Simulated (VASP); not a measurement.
# Ti (I4/mmm) in VASP: notebook

The runs below take Ti through single point, with PBEsol.

Everything below comes from runs of VASP 6.6.1. Logs are shortened: lines on timing, memory, paths and dates and some standing lists are left out, and cuts for length are marked.

**1. The cell of the first run**

The structure is tetragonal, space group I4/mmm (No. 139). The conventional cell has a = 2.727 Å, b = 2.727 Å, c = 4.263 Å, α = 90.00°, β = 90.00°, γ = 90.00°. Ti (site symmetry 4/mmm) has 12 Ti at 2.73 to 2.87 Å within 3.6 Å.

**2. Single point, PBEsol (strain -0.050 along x and y, +0.050 along z)**

Input file INCAR:

```
ALGO = Normal
EDIFF = 1E-7
ENCUT = 520
GGA = PS
ISIF = 2
ISMEAR = 0
LASPH = True
LCHARG = False
LREAL = False
LWAVE = False
NBANDS = 12
NELM = 100
PREC = Accurate
SIGMA = 0.15
```

Input file KPOINTS:

```
k-points
0
Gamma
  20 20 20
```

Input file POSCAR:

```
Ti
1.0
    0.0000000000      1.9285000000      2.1315000000
    1.9285000000      0.0000000000      2.1315000000
    1.9285000000      1.9285000000      0.0000000000
Ti
1
Direct
    0.0000000000      0.0000000000      0.0000000000
```

Potentials or basis: VASP PAW PBE potentials, release 64 (Ti_sv).

Run with:

```console
cat potpaw_PBE.64/Ti_sv/POTCAR > POTCAR
mpirun -np 1 vasp_std > vasp.out
```

OUTCAR:

```text
EDIFF = 1E-7
   ENCUT = 520
   GGA = PS
   ISIF = 2
   ISMEAR = 0
   LASPH = True
   LREAL = False
   NELM = 100
   PREC = Accurate

 ion  position               nearest neighbor table
   1  0.000  0.000  0.000-

  LATTYP: Found a body centered tetragonal cell.
 ALAT       =     2.7273108550
 C/A-ratio  =     1.5630781479

  Lattice vectors:

 A1 = (  -1.9285000000,   0.0000000000,   2.1315000000)
 A2 = (   1.9285000000,   0.0000000000,   2.1315000000)
 A3 = (   0.0000000000,   1.9285000000,  -2.1315000000)

Analysis of symmetry for initial positions (statically):
=====================================================================
 Subroutine PRICEL returns:
 Original cell was already a primitive cell.

 Routine SETGRP: Setting up the symmetry group for a
 body centered tetragonal supercell.

 Subroutine GETGRP returns: Found 16 space group operations
 (whereof 16 operations were pure point group operations)
 out of a pool of 16 trial point group operations.

The static configuration has the point symmetry D_4h.

Analysis of symmetry for dynamics (positions and initial velocities):
=====================================================================
 Subroutine PRICEL returns:
 Original cell was already a primitive cell.

 Routine SETGRP: Setting up the symmetry group for a
 body centered tetragonal supercell.

 Subroutine GETGRP returns: Found 16 space group operations
 (whereof 16 operations were pure point group operations)
 out of a pool of 16 trial point group operations.

The dynamic configuration has the point symmetry D_4h.

 Subroutine INISYM returns: Found 16 space group operations
 (whereof 16 operations are pure point group operations),
 and found     1 'primitive' translations

----------------------------------------------------------------------------------------

                                     Primitive cell

  volume of cell :      15.8546

  direct lattice vectors                    reciprocal lattice vectors
     0.000000000  1.928500000  2.131500000    -0.259268862  0.259268862  0.234576589
     1.928500000  0.000000000  2.131500000     0.259268862 -0.259268862  0.234576589
     1.928500000  1.928500000  0.000000000     0.259268862  0.259268862 -0.234576589

  length of vectors
     2.874439858  2.874439858  2.727310855     0.435277913  0.435277913  0.435277913

  position of ions in fractional coordinates (direct lattice)
     0.000000000  0.000000000  0.000000000

  ion indices of the primitive-cell ions
   primitive index   ion index
                 1           1

----------------------------------------------------------------------------------------

 KPOINTS: k-points

Automatic generation of k-mesh.
 Grid dimensions read from file:
 generate k-points for:   20   20   20

 Generating k-lattice:

  Cartesian coordinates                     Fractional coordinates (reciprocal lattice)
    -0.012963443  0.012963443  0.011728829     0.050000000  0.000000000  0.000000000
     0.012963443 -0.012963443  0.011728829     0.000000000  0.050000000  0.000000000
     0.012963443  0.012963443 -0.011728829     0.000000000  0.000000000  0.050000000

  Length of vectors
     0.021763896  0.021763896  0.021763896

  Shift w.r.t. Gamma in fractional coordinates (k-lattice)
     0.000000000  0.000000000  0.000000000

 Subroutine IBZKPT returns following result:
 ===========================================

 Found    641 irreducible k-points:

 Following reciprocal coordinates:
            Coordinates               Weight
  0.000000  0.000000  0.000000      1.000000
  0.050000  0.000000  0.000000      8.000000
  0.100000  0.000000  0.000000      8.000000
  0.150000  0.000000  0.000000      8.000000
  0.200000  0.000000  0.000000      8.000000
  0.250000  0.000000  0.000000      8.000000
[... 16 lines left out ...]
 -0.400000  0.050000  0.000000      8.000000
 -0.350000  0.050000  0.000000      8.000000
 [... further k-points ...]
   k-points           NKPTS =    641   k-points in BZ     NKDIM =    641   number of bands    NBANDS=     12
   number of dos      NEDOS =    301   number of ions     NIONS =      1
   total plane-waves  NPLWV =  11520
   dimension x,y,z NGX =    24 NGY =   24 NGZ =   20
   dimension x,y,z NGXF=    48 NGYF=   48 NGZF=   40
   ions per type =               1
   NGX,Y,Z   is equivalent  to a cutoff of  13.88, 13.88, 12.19 a.u.
   NGXF,Y,Z  is equivalent  to a cutoff of  27.76, 27.76, 24.38 a.u.
 SYSTEM =  unknown system
   PREC   = accura    normal or accurate (medium, high low for compatibility)
   ISTART =      0    job   : 0-new  1-cont  2-samecut
   ICHARG =      2    charge: 1-file 2-atom 10-const
   ISPIN  =      1    spin polarized calculation?
   LNONCOLLINEAR =      F non collinear calculations
   LSORBIT =      F    spin-orbit coupling
   LASPH  =      T    aspherical Exc in radial PAW
   ENCUT  =  520.0 eV  38.22 Ry    6.18 a.u.   5.34  5.34  5.07*2*pi/ulx,y,z
   NELM   =    100;   NELMIN=  2; NELMDL= -5     # of ELM steps
   EDIFF  = 0.1E-06   stopping-criterion for ELM
   LREAL  =      F    real-space projection
   EDIFFG = 0.1E-05   stopping-criterion for IOM
   NSW    =      0    number of steps for IOM
   IBRION =     -1    ionic relax: 0-MD 1-quasi-New 2-CG
   NFREE  =      0    steps in history (QN), initial steepest desc. (CG)
   ISIF   =      2    stress and relaxation
   ISYM   =      2    0-nonsym 1-usesym 2-fastsym
   POTIM  = 0.5000    time-step for ionic-motion
   TEBEG  =    0.0;   TEEND  =   0.0 temperature during run
   PSTRESS=    0.0 pullay stress
   NELECT =      12.0000    total number of electrons
   NUPDOWN=      -1.0000    fix difference up-down
   EMIN   =  10.00;   EMAX   =-10.00  energy-range for DOS
   EFERMI =   0.00;   METHOD = LEGACY
   ISMEAR =     0;   SIGMA  =   0.15  broadening in eV -4-tet -1-fermi 0-gaus
   EFERMI_NEDOS =   21; number of points for ismear=-14 and -15
   IALGO  =     38    algorithm
   IMIX   =      4    mixing-type and parameters
     AMIX     =   0.40;   BMIX     =  1.00
     AMIX_MAG =   1.60;   BMIX_MAG =  1.00
  volume/ion in A,a.u.               =      15.85       106.99
  Fermi-wavevector in a.u.,A,eV,Ry     =   1.491937  2.819351 30.284866  2.225875
  Thomas-Fermi vector in A             =   2.604528
   LORBIT       =      0    0 simple, 1 ext, 2 COOP (PROOUT), +10 PAW based schemes
   GGA     = PS    functional components
   LHFCALC =     F    Hartree Fock is set to
   AEXX    =    0.0000 exact exchange contribution
   IVDW    =     0    specifies the selected vdW correction
   LEPSILON=     F    determine dielectric tensor
   LRPA    =     F    only Hartree local field effects (RPA)
 non-spin polarized calculation
 Gauss-broadening in eV      SIGMA  =   0.15
  energy-cutoff  :      520.00
  volume of cell :       15.85
 maximum number of plane-waves:       438
 NGX is ok and might be reduce to    24
   NGX = 11   NGY = 11   NGZ = 11

 number of electron      12.0000000 magnetization

 Free energy of the ion-electron system (eV)
  ---------------------------------------------------
  ext. energy  EPLUGINS =         0.00000000
  ---------------------------------------------------
  free energy    TOTEN  =        -8.26789929 eV

  energy without entropy =       -8.24769157  energy(sigma->0) =       -8.25779543

 E-fermi :   9.0558     XC(G=0): -12.0778

 val. band max:        9.0532433396   @ k =  -0.2500   0.2500   0.1000
 cond. band min:       9.0559299248   @ k =   0.4500   0.2000   0.0000
 fundamental gap:      0.0026865852
 Fermi energy:         9.0557634771

 k-point     1 :       0.0000    0.0000    0.0000
  band No.  band energies     occupation
      1     -47.2433      2.00000
      2     -23.0886      2.00000
      3     -23.0582      2.00000
      4     -23.0582      2.00000
      5       2.7961      2.00000
      6       9.4381      0.00031
      7      10.3759      0.00000
      8      10.3759      0.00000
      9      11.2436      0.00000
     10      12.3533      0.00000
     11      25.0333      0.00000
     12      28.0625      0.00000

 k-point     2 :       0.0500    0.0000    0.0000
  band No.  band energies     occupation
      1     -47.2389      2.00000
      2     -23.0999      2.00000
      3     -23.0747      2.00000
      4     -23.0595      2.00000
      5       2.8854      2.00000
      6       9.4538      0.00018
      7      10.3322      0.00000
      8      10.4091      0.00000
      9      11.2344      0.00000
     10      12.3200      0.00000
     11      25.1193      0.00000
     12      27.9638      0.00000

 k-point     3 :       0.1000    0.0000    0.0000
  band No.  band energies     occupation
      1     -47.2261      2.00000
      2     -23.1597      2.00000
      3     -23.0954      2.00000
      4     -23.0634      2.00000
      5       3.1473      2.00000
      6       9.4775      0.00007
      7      10.2188      0.00000
      8      10.5013      0.00000
      9      11.2293      0.00000
     10      12.2308      0.00000
     11      25.3174      0.00000
     12      27.3803      0.00000

 k-point     4 :       0.1500    0.0000    0.0000
  band No.  band energies     occupation
      1     -47.2060      2.00000
      2     -23.2642      2.00000
      3     -23.1154      2.00000
      4     -23.0696      2.00000
      5       3.5643      2.00000
      6       9.4453      0.00024
      7      10.0862      0.00000
      8      10.6275      0.00000
      9      11.2861      0.00000
     10      12.1203      0.00000
     11      25.3363      0.00000
     12      26.3938      0.00000

 k-point     5 :       0.2000    0.0000    0.0000
  band No.  band energies     occupation
      1     -47.1806      2.00000
      2     -23.3957      2.00000
      3     -23.1390      2.00000
      4     -23.0773      2.00000
      5       4.1043      2.00000
      6       9.3194      0.01294
      7       9.9718      0.00000
      8      10.7369      0.00000
      9      11.4625      0.00000
     10      12.0499      0.00000
     11      24.4244      0.00000
     12      25.9934      0.00000
[... 228 lines left out ...]
      1     -47.0594      2.00000
      2     -23.9793      2.00000
      3     -23.2597      2.00000
      4     -23.1173      2.00000
      5       6.3402      2.00000
      6       9.3291      0.00998
      7       9.9414      0.00000
      8      10.4102      0.00000
      9      12.9245      0.00000
     10      13.3668      0.00000
     11      18.3448      0.00000
     12      23.8240      0.00000

 k-point    22 :      -0.4500    0.0500    0.0000
  band No.  band energies     occupation
      1     -47.0597      2.00000
      2     -23.9801      2.00000
      3     -23.2599      2.00000
      4     -23.1130      2.00000
      5       6.3384      2.00000
      6       9.3838      0.00198
      7       9.8596      0.00000
      8      10.4028      0.00000
      9      12.8494      0.00000
     10      13.4319      0.00000
     11      18.3986      0.00000
     12      23.8244      0.00000

 k-point    23 :      -0.4000    0.0500    0.0000
  band No.  band energies     occupation
      1     -47.0688      2.00000
      2     -23.9390      2.00000
      3     -23.2518      2.00000
      4     -23.1064      2.00000
      5       6.2534      2.00000
      6       9.4637      0.00012
      7       9.5562      0.00000
      8      10.4501      0.00000
      9      12.6726      0.00000
     10      13.2907      0.00000
     11      19.0050      0.00000
     12      24.0212      0.00000

 k-point    24 :      -0.3500    0.0500    0.0000
  band No.  band energies     occupation
      1     -47.0859      2.00000
      2     -23.8594      2.00000
      3     -23.2362      2.00000
      4     -23.0981      2.00000
      5       6.0284      2.00000
      6       9.1994      0.17572
      7       9.5939      0.00000
      8      10.5456      0.00000
      9      12.4242      0.00000
     10      12.9822      0.00000
     11      20.0026      0.00000
     12      24.3878      0.00000

 [... further k-points ...]

------------------------ aborting loop because EDIFF is reached ----------------------------------------

  FORCE on cell =-STRESS in cart. coord.  units (eV):
  Direction    XX          YY          ZZ          XY          YZ          ZX
  --------------------------------------------------------------------------------------
  -------------------------------------------------------------------------------------
  Total        0.6680409      0.6680409      0.3989050      0.0000000     -0.0000000      0.0000000
  in kB       67.5085857     67.5085857     40.3111704      0.0000000     -0.0000000      0.0000000
  external PRESSURE =      58.4427806 kB  Pullay stress =       0.0000000 kB

 VOLUME and BASIS-vectors are now :
 -----------------------------------------------------------------------------
  energy-cutoff  :      520.00
  volume of cell :       15.85
      direct lattice vectors                 reciprocal lattice vectors
     0.000000000  1.928500000  2.131500000    -0.259268862  0.259268862  0.234576589
     1.928500000  0.000000000  2.131500000     0.259268862 -0.259268862  0.234576589
     1.928500000  1.928500000  0.000000000     0.259268862  0.259268862 -0.234576589

 POSITION                                       TOTAL-FORCE (eV/Angst)
 -----------------------------------------------------------------------------------
      0.00000      0.00000      0.00000         0.000000      0.000000      0.000000
 -----------------------------------------------------------------------------------
    total drift:                                0.000000      0.000000     -0.000000

  FREE ENERGIE OF THE ION-ELECTRON SYSTEM (eV)
  ---------------------------------------------------
  free  energy   TOTEN  =        -8.2678992920 eV

  energy  without entropy=       -8.2476915739  energy(sigma->0) =       -8.25779543
```

Wall time 73 s (1 thread of Intel Xeon Platinum 8375C at 2.90GHz (Ice Lake), shared host); peak memory 0.23 GiB.

What came out:

```
Free energy            : -8.2679 eV
Pressure               : 5.8 GPa
Band gap on the k mesh : zero (band 6 reaches 9.74 eV, above the bottom of band 7 at 8.36 eV)
```

Caveat: the cell differs from its parent crystal (strain -0.050 along x and y, +0.050 along z); the PAW data sets were made with another functional, which shifts forces and pressure a little.

(Continued in part 2 of 2.)
